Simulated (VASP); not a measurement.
# Si8HC in VASP: notebook

The runs below take Si8HC through single point, with LDA.

Everything below comes from runs of VASP 6.6.1. Logs are shortened: lines on timing, memory, paths and dates and some standing lists are left out, and cuts for length are marked.

## Step 1: The cell of the first run

The cell holds a slab with vacuum, 10 atoms: a = 3.802 Å, b = 6.289 Å, c = 20.796 Å, α = 90.00°, β = 90.00°, γ = 90.00°.

## Step 2: Single point, LDA, collinear spin

File INCAR:

```
PREC = Accurate ; ENCUT = 520
EDIFF = 1E-6 ; ISMEAR = 0
SIGMA = 0.05 ; LREAL = False
LASPH = True ; NELM = 150
ALGO = Normal ; ISIF = 2
LWAVE = False ; LCHARG = False
ISPIN = 2 ; MAGMOM = 0 0 0 0 0 0 0 0 1 0
LORBIT = 11 ; LDIPOL = True
IDIPOL = 3 ; DIPOL = 0.5 0.5 0.335
NBANDS = 34
```

File KPOINTS:

```
regular mesh
0
Gamma
  7 4 1
```

File POSCAR:

```
Si8HC
1.0
    3.8016851341      0.0000000000      0.0000000000
    0.0000000000      6.2886938855      0.0000000000
    0.0000000000      0.0000000000     20.7958973402
Si C H
8 1 1
Direct
    0.0000000000      0.9369639535      0.1923456312
    0.0000000000      0.5630360465      0.1923456312
    0.5000000000      0.4369639535      0.2451181540
    0.5000000000      0.0630360465      0.2451181540
    0.5000000000      0.9330298456      0.3512004366
    0.5000000000      0.5669701544      0.3512004366
    0.0000000000      0.4261576321      0.3941112618
    0.0000000000      0.0738423679      0.3941112618
    0.0000000000      0.9261576321      0.4661272477
    0.0000000000      0.9261576321      0.5186996724
```

Potentials or basis: VASP PAW LDA potentials, release 64 (Si, C, H).

The run is started by

```
$ cat potpaw_LDA.64/Si/POTCAR potpaw_LDA.64/C/POTCAR potpaw_LDA.64/H/POTCAR > POTCAR
$ mpirun -np 1 vasp_std > vasp.out
```

OUTCAR:

```text
PREC = Accurate
   ENCUT = 520
   EDIFF = 1E-6
   ISMEAR = 0
   LREAL = False
   LASPH = True
   NELM = 150
   ISIF = 2
   ISPIN = 2
   LORBIT = 11

 ion  position               nearest neighbor table
   1  0.000  0.937  0.192-   4 2.33   4 2.33   2 2.35
   2  0.000  0.563  0.192-   3 2.33   3 2.33   1 2.35
   3  0.500  0.437  0.245-   2 2.33   2 2.33   4 2.35   6 2.35
   4  0.500  0.063  0.245-   1 2.33   1 2.33   3 2.35   5 2.35
   5  0.500  0.933  0.351-   8 2.28   8 2.28   6 2.30   4 2.35
   6  0.500  0.567  0.351-   7 2.28   7 2.28   5 2.30   3 2.35
   7  0.000  0.426  0.394-   8 2.22   6 2.28   6 2.28
   8  0.000  0.074  0.394-   9 1.76   7 2.22   5 2.28   5 2.28
   9  0.000  0.926  0.466-  10 1.09   8 1.76
  10  0.000  0.926  0.519-   9 1.09

  LATTYP: Found a simple orthorhombic cell.
 ALAT       =     3.8016851341
 B/A-ratio  =     1.6541858843
 C/A-ratio  =     5.4701787777

  Lattice vectors:

 A1 = (   3.8016851341,   0.0000000000,   0.0000000000)
 A2 = (   0.0000000000,   6.2886938855,   0.0000000000)
 A3 = (   0.0000000000,   0.0000000000,  20.7958973402)

Analysis of symmetry for initial positions (statically):
=====================================================================
 Subroutine PRICEL returns:
 Original cell was already a primitive cell.

 Routine SETGRP: Setting up the symmetry group for a
 simple orthorhombic supercell.

 Subroutine GETGRP returns: Found  2 space group operations
 (whereof  2 operations were pure point group operations)
 out of a pool of  8 trial point group operations.

The static configuration has the point symmetry C_1h.

Analysis of symmetry for dynamics (positions and initial velocities):
=====================================================================
 Subroutine PRICEL returns:
 Original cell was already a primitive cell.

 Routine SETGRP: Setting up the symmetry group for a
 simple orthorhombic supercell.

 Subroutine GETGRP returns: Found  2 space group operations
 (whereof  2 operations were pure point group operations)
 out of a pool of  8 trial point group operations.

The dynamic configuration has the point symmetry C_1h.

Analysis of structural, dynamic, and magnetic symmetry:
=====================================================================
 Subroutine PRICEL returns:
 Original cell was already a primitive cell.

 Routine SETGRP: Setting up the symmetry group for a
 simple orthorhombic supercell.

 Subroutine GETGRP returns: Found  2 space group operations
 (whereof  2 operations were pure point group operations)
 out of a pool of  8 trial point group operations.

The overall configuration has the point symmetry C_1h.

 Subroutine INISYM returns: Found  2 space group operations
 (whereof  2 operations are pure point group operations),
 and found     1 'primitive' translations

----------------------------------------------------------------------------------------

                                     Primitive cell

  volume of cell :     497.1807

  direct lattice vectors                    reciprocal lattice vectors
     3.801685134  0.000000000  0.000000000     0.263041247  0.000000000  0.000000000
     0.000000000  6.288693885  0.000000000     0.000000000  0.159015531  0.000000000
     0.000000000  0.000000000 20.795897340     0.000000000  0.000000000  0.048086408

  length of vectors
     3.801685134  6.288693885 20.795897340     0.263041247  0.159015531  0.048086408

  position of ions in fractional coordinates (direct lattice)
     0.000000000  0.936963953  0.192345631
     0.000000000  0.563036047  0.192345631
     0.500000000  0.436963953  0.245118154
     0.500000000  0.063036047  0.245118154
     0.500000000  0.933029846  0.351200437
     0.500000000  0.566970154  0.351200437
     0.000000000  0.426157632  0.394111262
     0.000000000  0.073842368  0.394111262
     0.000000000  0.926157632  0.466127248
     0.000000000  0.926157632  0.518699672

  ion indices of the primitive-cell ions
   primitive index   ion index
                 1           1
                 2           2
                 3           3
                 4           4
                 5           5
                 6           6
                 7           7
                 8           8
[... 60 lines left out ...]
   NELM   =    150;   NELMIN=  2; NELMDL= -5     # of ELM steps
   EDIFF  = 0.1E-05   stopping-criterion for ELM
   LREAL  =      F    real-space projection
   EDIFFG = 0.1E-04   stopping-criterion for IOM
   NSW    =      0    number of steps for IOM
   IBRION =     -1    ionic relax: 0-MD 1-quasi-New 2-CG
   NFREE  =      0    steps in history (QN), initial steepest desc. (CG)
   ISIF   =      2    stress and relaxation
   ISYM   =      2    0-nonsym 1-usesym 2-fastsym
   POTIM  = 0.5000    time-step for ionic-motion
   TEBEG  =    0.0;   TEEND  =   0.0 temperature during run
   PSTRESS=    0.0 pullay stress
   NELECT =      37.0000    total number of electrons
   NUPDOWN=      -1.0000    fix difference up-down
   EMIN   =  10.00;   EMAX   =-10.00  energy-range for DOS
   EFERMI =   0.00;   METHOD = LEGACY
   ISMEAR =     0;   SIGMA  =   0.05  broadening in eV -4-tet -1-fermi 0-gaus
   EFERMI_NEDOS =   21; number of points for ismear=-14 and -15
   IALGO  =     38    algorithm
   IMIX   =      4    mixing-type and parameters
     AMIX     =   0.40;   BMIX     =  1.00
     AMIX_MAG =   1.60;   BMIX_MAG =  1.00
  volume/ion in A,a.u.               =      49.72       335.51
  Fermi-wavevector in a.u.,A,eV,Ry     =   0.688606  1.301276  6.451582  0.474178
  Thomas-Fermi vector in A             =   1.769454
   LORBIT       =     11    0 simple, 1 ext, 2 COOP (PROOUT), +10 PAW based schemes
   GGA     = CA    functional components
   LHFCALC =     F    Hartree Fock is set to
   AEXX    =    0.0000 exact exchange contribution
   IVDW    =     0    specifies the selected vdW correction
   LEPSILON=     F    determine dielectric tensor
   LRPA    =     F    only Hartree local field effects (RPA)
 spin polarized calculation
 Gauss-broadening in eV      SIGMA  =   0.05
  energy-cutoff  :      520.00
  volume of cell :      497.18
 maximum number of plane-waves:     13430
   NGX = 15   NGY = 23   NGZ = 77

 dipolmoment           0.000000      0.000000      0.014248 electrons x Angstroem

 number of electron      37.0000000 magnetization       1.1744272

 dipolmoment           0.000000      0.000000     -0.045925 electrons x Angstroem

 Free energy of the ion-electron system (eV)
  ---------------------------------------------------
  ext. energy  EPLUGINS =         0.00000000
  ---------------------------------------------------
  free energy    TOTEN  =       -53.45720689 eV

  energy without entropy =      -53.45185762  energy(sigma->0) =      -53.45453225

 E-fermi :  -1.3057     XC(G=0):  -4.1021

 val. band max:       -1.3235102546   @ k =   0.1429   0.2500   0.0000
 cond. band min:      -1.2270445128   @ k =   0.0000   0.5000   0.0000
 fundamental gap:      0.0964657418
 Fermi energy:        -1.3057034815

 spin component 1

 k-point     1 :       0.0000    0.0000    0.0000
  band No.  band energies     occupation
      1     -13.6657      1.00000
      2     -12.4441      1.00000
      3     -11.3622      1.00000
      4     -10.5020      1.00000
      5      -9.2056      1.00000
      6      -8.6867      1.00000
[... 385 lines left out ...]
     29       3.4139      0.00000
     30       3.6710      0.00000
 Fermi energy:        -1.3057034815

 spin component 2

 k-point     1 :       0.0000    0.0000    0.0000
  band No.  band energies     occupation
      1     -13.3887      1.00000
      2     -12.1753      1.00000
      3     -11.1919      1.00000
      4     -10.3642      1.00000
      5      -9.1303      1.00000
      6      -8.6187      1.00000
[... 385 lines left out ...]
     29       3.4799      0.00000
     30       3.7259      0.00000
 [bands above 30 left out]

------------------------ aborting loop because EDIFF is reached ----------------------------------------

 vacuum level on the upper side and lower side of the slab       (xc-potential included)        -0.244         0.068

  FORCE on cell =-STRESS in cart. coord.  units (eV):
  Direction    XX          YY          ZZ          XY          YZ          ZX
  --------------------------------------------------------------------------------------
  -------------------------------------------------------------------------------------
  Total        1.5163713     -0.3167193      0.4182384      0.0000000      0.0005421      0.0000000
  in kB        4.8865447     -1.0206358      1.3477838      0.0000000      0.0017469      0.0000000
  external PRESSURE =       1.7378976 kB  Pullay stress =       0.0000000 kB

 VOLUME and BASIS-vectors are now :
 -----------------------------------------------------------------------------
  energy-cutoff  :      520.00
  volume of cell :      497.18
      direct lattice vectors                 reciprocal lattice vectors
     3.801685134  0.000000000  0.000000000     0.263041247  0.000000000  0.000000000
     0.000000000  6.288693885  0.000000000     0.000000000  0.159015531  0.000000000
     0.000000000  0.000000000 20.795897340     0.000000000  0.000000000  0.048086408

 POSITION                                       TOTAL-FORCE (eV/Angst)
 -----------------------------------------------------------------------------------
      0.00000      5.89228      4.00000         0.000000     -0.576551      0.610389
      0.00000      3.54076      4.00000         0.000000      0.567672      0.480283
      1.90084      2.74793      5.09745         0.000000      0.008498     -0.721705
      1.90084      0.39641      5.09745         0.000000     -0.063799     -0.599198
      1.90084      5.86754      7.30353         0.000000     -0.204874     -1.025154
      1.90084      3.56550      7.30353         0.000000     -0.047383      0.000214
      0.00000      2.67997      8.19590         0.000000      1.532761      0.257298
      0.00000      0.46437      8.19590         0.000000     -0.983510      1.015604
      0.00000      5.82432      9.69353         0.000000     -0.155399     -0.064372
      0.00000      5.82432     10.78683         0.000000     -0.077414      0.046641
 -----------------------------------------------------------------------------------
    total drift:                               -0.000000     -0.000094      0.000258

  FREE ENERGIE OF THE ION-ELECTRON SYSTEM (eV)
  ---------------------------------------------------
  free  energy   TOTEN  =       -53.4572068878 eV

  energy  without entropy=      -53.4518576178  energy(sigma->0) =      -53.45453225

 vacuum level on the upper side and lower side of the slab         3.354         3.655

 total charge

# of ion       s       p       d       tot
------------------------------------------
    1        0.802   0.856   0.000   1.658
    2        0.801   0.858   0.000   1.659
    3        0.774   0.917   0.000   1.691
    4        0.767   0.931   0.000   1.698
    5        0.786   0.947   0.000   1.733
    6        0.768   0.956   0.000   1.724
    7        0.802   0.913   0.000   1.715
    8        0.752   1.032   0.000   1.784
    9        0.890   1.457   0.000   2.347
   10        0.603   0.050   0.000   0.653
--------------------------------------------------
tot          7.745   8.918   0.000  16.662

 magnetization (x)

# of ion       s       p       d       tot
------------------------------------------
    1        0.001  -0.016   0.000  -0.015
    2        0.010   0.053   0.000   0.063
    3       -0.002   0.001   0.000  -0.001
    4        0.005   0.014   0.000   0.019
    5        0.010   0.013   0.000   0.023
    6        0.002   0.011   0.000   0.012
    7        0.003  -0.013   0.000  -0.010
    8       -0.001  -0.008   0.000  -0.009
    9        0.031   0.438   0.000   0.469
   10       -0.006   0.008   0.000   0.001
--------------------------------------------------
tot          0.054   0.499   0.000   0.552
```

Run time: 19 min. Hardware: 1 thread of Intel Xeon Platinum 8259CL at 2.50GHz (Skylake/Cascade Lake), shared host; peak memory 0.61 GiB.

Results:

| Item | Value |
| --- | --- |
| Free energy | -53.4572 eV |
| Largest force | 1.554 eV/Å |
| Net moment | 1.17 μB per cell |
| Site moments | Si -0.01, +0.06, -0.00, +0.02, +0.01 (each value once); C +0.47; H +0.00 μB |
| Valence electrons inside the program's atomic spheres | Si 1.66, 1.69, 1.70, 1.73, 1.72, 1.78 (each value once); C 2.35; H 0.65 |

Forces on the atoms (eV/Å):
```
Si   0.000 -0.577  0.610
Si   0.000  0.568  0.480
Si   0.000  0.008 -0.722
Si   0.000 -0.064 -0.599
Si   0.000 -0.205 -1.025
Si   0.000 -0.047  0.000
Si   0.000  1.533  0.257
Si   0.000 -0.984  1.016
C    0.000 -0.155 -0.064
H    0.000 -0.077  0.047
```

Levels at points of the mesh, in eV from the Fermi level:
Spin up:
| k point | band 17 | band 18 | band 19 | band 20 | band 21 | band 22 |
| --- | --- | --- | --- | --- | --- | --- |
| (0.00, 0.00, 0.00) | -0.22 | -0.21 | 0.27 | 0.63 | 0.91 | 1.70 |
| (0.00, 0.50, 0.00) | -0.99 | -0.50 | 0.08 | 0.46 | 0.90 | 1.40 |
Spin down:
```
           k point  band 15  band 16  band 17  band 18  band 19  band 20  band 21  band 22
(0.00, 0.00, 0.00)    -1.16    -0.68    -0.09     0.25     0.32     1.02     1.44     1.75
(0.00, 0.50, 0.00)    -1.16    -1.11    -0.95    -0.06     0.22     1.04     1.40     1.44
```

Caveat: a moment this small can come from the mesh or the smearing.

## Step 3: Single point, LDA, collinear spin

File INCAR:

```
SYSTEM = Si8HC
  PREC = Accurate
  ENCUT = 520
  EDIFF = 1E-6
  ISMEAR = 0
  SIGMA = 0.05
  LREAL = .False.
  LASPH = .True.
  NELM = 150
  ALGO = Normal
  ISIF = 2
  LWAVE = .False.
  LCHARG = .False.
  ISPIN = 2
  MAGMOM = 0 0 0 0 0 0 0 0 1 0
  LORBIT = 11
  LDIPOL = .True.
  IDIPOL = 3
  DIPOL = 0.5 0.5 0.329
  NBANDS = 34
```

File KPOINTS:

```
regular mesh
0
Gamma
  7 4 1
  0 0 0
```

POSCAR, as its differences from that of step 2:

```diff
@@ -16,3 +16,3 @@
     0.0000000000      0.0738423679      0.3941112618
-    0.0000000000      0.9261576321      0.4661272477
-    0.0000000000      0.9261576321      0.5186996724
+    0.5000000000      0.5928242987      0.4365010692
+    0.5000000000      0.5928242987      0.4890865858
```

Potentials or basis: VASP PAW LDA potentials, release 64 (Si, C, H).

The run is started by

```
$ cat potpaw_LDA.64/Si/POTCAR potpaw_LDA.64/C/POTCAR potpaw_LDA.64/H/POTCAR > POTCAR
$ mpirun -np 1 vasp_std > vasp.out
```

OUTCAR:

```text
SYSTEM = Si8HC
   PREC = Accurate
   ENCUT = 520
   EDIFF = 1E-6
   ISMEAR = 0
   LREAL = .False.
   LASPH = .True.
   NELM = 150
   ISIF = 2
   ISPIN = 2
   LORBIT = 11

 ion  position               nearest neighbor table
   1  0.000  0.937  0.192-   4 2.33   4 2.33   2 2.35
   2  0.000  0.563  0.192-   3 2.33   3 2.33   1 2.35
   3  0.500  0.437  0.245-   2 2.33   2 2.33   4 2.35   6 2.35
   4  0.500  0.063  0.245-   1 2.33   1 2.33   3 2.35   5 2.35
   5  0.500  0.933  0.351-   8 2.28   8 2.28   6 2.30   4 2.35
   6  0.500  0.567  0.351-   9 1.78   7 2.28   7 2.28   5 2.30   3 2.35
   7  0.000  0.426  0.394-   8 2.22   6 2.28   6 2.28   9 2.34   9 2.34
   8  0.000  0.074  0.394-   7 2.22   5 2.28   5 2.28
   9  0.500  0.593  0.437-  10 1.09   6 1.78   7 2.34   7 2.34
  10  0.500  0.593  0.489-   9 1.09

  LATTYP: Found a simple orthorhombic cell.
 ALAT       =     3.8016851341
 B/A-ratio  =     1.6541858843
 C/A-ratio  =     5.4701787777

  Lattice vectors:

 A1 = (   3.8016851341,   0.0000000000,   0.0000000000)
[... 1019 lines left out ...]
      direct lattice vectors                 reciprocal lattice vectors
     3.801685134  0.000000000  0.000000000     0.263041247  0.000000000  0.000000000
     0.000000000  6.288693885  0.000000000     0.000000000  0.159015531  0.000000000
     0.000000000  0.000000000 20.795897340     0.000000000  0.000000000  0.048086408

 POSITION                                       TOTAL-FORCE (eV/Angst)
 -----------------------------------------------------------------------------------
      0.00000      5.89228      4.00000         0.000000     -0.460914      0.573508
      0.00000      3.54076      4.00000         0.000000      0.364452      0.494812
      1.90084      2.74793      5.09745         0.000000     -0.200117     -0.762223
      1.90084      0.39641      5.09745         0.000000      0.280567     -0.800533
      1.90084      5.86754      7.30353         0.000000     -0.005815     -0.182028
      1.90084      3.56550      7.30353         0.000000      1.734007     -1.148361
      0.00000      2.67997      8.19590         0.000000      0.573351      1.669435
      0.00000      0.46437      8.19590         0.000000     -0.660270      0.142384
      1.90084      3.72809      9.07743         0.000000     -1.506096     -0.028375
      1.90084      3.72809     10.17099         0.000000     -0.119165      0.041381
 -----------------------------------------------------------------------------------
    total drift:                               -0.000000     -0.000140     -0.000104

  FREE ENERGIE OF THE ION-ELECTRON SYSTEM (eV)
  ---------------------------------------------------
  free  energy   TOTEN  =       -53.4407606713 eV

  energy  without entropy=      -53.4364603165  energy(sigma->0) =      -53.43861049

 vacuum level on the upper side and lower side of the slab         3.118         3.879

 total charge

# of ion       s       p       d       tot
------------------------------------------
    1        0.807   0.848   0.000   1.655
    2        0.806   0.854   0.000   1.660
    3        0.781   0.914   0.000   1.694
    4        0.781   0.911   0.000   1.692
    5        0.783   0.936   0.000   1.719
    6        0.750   0.961   0.000   1.711
    7        0.783   0.895   0.000   1.679
    8        0.798   0.915   0.000   1.713
    9        0.897   1.488   0.000   2.385
   10        0.592   0.051   0.000   0.643
--------------------------------------------------
tot          7.778   8.773   0.000  16.551

 magnetization (x)

# of ion       s       p       d       tot
------------------------------------------
    1        0.000   0.000   0.000   0.000
    2        0.000   0.000   0.000   0.000
    3        0.000   0.000   0.000   0.000
    4        0.000   0.000   0.000   0.000
    5        0.000   0.000   0.000   0.000
    6        0.000   0.000   0.000   0.000
    7        0.000   0.000   0.000   0.000
    8       -0.000  -0.000   0.000  -0.000
    9       -0.000  -0.000   0.000  -0.000
   10        0.000  -0.000   0.000   0.000
--------------------------------------------------
tot          0.000   0.000   0.000   0.000
```

OSZICAR:

```text
N       E                     dE             d eps       ncg     rms          rms(c)
DAV:   1     0.170031539650E+03    0.17003E+03   -0.11793E+04  1632   0.786E+02
DAV:   2    -0.339790378200E+02   -0.20401E+03   -0.19495E+03  2256   0.152E+02
DAV:   3    -0.556026304445E+02   -0.21624E+02   -0.20939E+02  2090   0.474E+01
[... 20 lines left out ...]
DAV:  24    -0.534407380826E+02   -0.36507E-04   -0.26281E-06  1880   0.338E-03    0.897E-04
DAV:  25    -0.534407513799E+02   -0.13297E-04   -0.66658E-07  1766   0.177E-03    0.473E-04
DAV:  26    -0.534407588156E+02   -0.74357E-05   -0.52635E-07  1604   0.128E-03    0.305E-04
DAV:  27    -0.534407602618E+02   -0.14461E-05   -0.73433E-08  1608   0.576E-04    0.217E-04
DAV:  28    -0.534407606713E+02   -0.40956E-06   -0.18124E-08  1496   0.330E-04
   1 F= -.53440761E+02 E0= -.53438610E+02  d E =-.430035E-02  mag=     0.0001
```

stdout:

```text
POSCAR found type information on POSCAR SiC H
 POSCAR found :  3 types and      10 ions
 scaLAPACK will be used
 LDA part: xc-table for (Slater(with rela. corr.)+CA(PZ))
 , standard interpolation
 POSCAR, INCAR and KPOINTS ok, starting setup
 FFT: planning ... GRIDC
 FFT: planning ... GRID_SOFT
 FFT: planning ... GRID
 WAVECAR not read
 entering main loop
```

It took 16 min on 1 thread of Intel Xeon 8259CL, shared host; peak memory 0.62 GiB.

What came out:

| Property | Result |
| --- | --- |
| Free energy | -53.4408 eV |
| Largest force | 2.080 eV/Å |
| Net moment | 0.00 μB per cell |
| Valence electrons inside the program's atomic spheres | Si 1.66, 1.69, 1.72, 1.71, 1.68 (each value once); C 2.38; H 0.64 |

Forces in eV/Å, atoms in the order of the input:
```
Si   0.000 -0.461  0.574
Si   0.000  0.364  0.495
Si   0.000 -0.200 -0.762
Si   0.000  0.281 -0.801
Si   0.000 -0.006 -0.182
Si   0.000  1.734 -1.148
Si   0.000  0.573  1.669
Si   0.000 -0.660  0.142
C    0.000 -1.506 -0.028
H    0.000 -0.119  0.041
```
